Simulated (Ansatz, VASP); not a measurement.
SnSe in VASP and in Ansatz

```xyz
4
Lattice="4.9712 0.0000 0.0000 -2.4856 4.3052 0.0000 0.0000 0.0000 6.0476" Properties=species:S:1:pos:R:3 pbc="T T T"
Sn    0.0000    2.8701   -0.2367
Sn    2.4856    1.4351    2.7871
Se    0.0000    2.8701    2.5045
Se    2.4856    1.4351    5.5284
```

Alike in both runs: task single point; functional r2SCAN; k mesh 6 × 6 × 4; no spin polarisation.

|  | VASP | Ansatz |
| --- | --- | --- |
| version | VASP 6.6.1 | Ansatz 0.2.0 |
| potentials or method | VASP PAW PBE potentials, release 64 (Sn_d, Se) | plane waves, PAW |
| plane-wave cutoff (eV) | 520 | 500 |
| occupations | gaussian, width 0.01 eV | fixed |
| valence electrons in the cell | 40 | 60 |

```tsv
	VASP	Ansatz	Ansatz less VASP
gap on the k mesh at the Fermi level (eV)	0.77	0.76	0.000
pressure (GPa)	2.7	2.7	-0.01
traceless stress, the component that is largest in VASP (GPa)	0.22	0.20	-0.020
rms of the force components (eV/Å)	0.102	0.096	-0.0059
```

VASP's potentials were made for PBE, not for r2SCAN. Atom by atom the forces differ by 0.006 eV/Å (rms over components). VASP's potentials hold 40 valence electrons a cell and Ansatz's 60, so a difference there can come from the potentials and not from the codes.
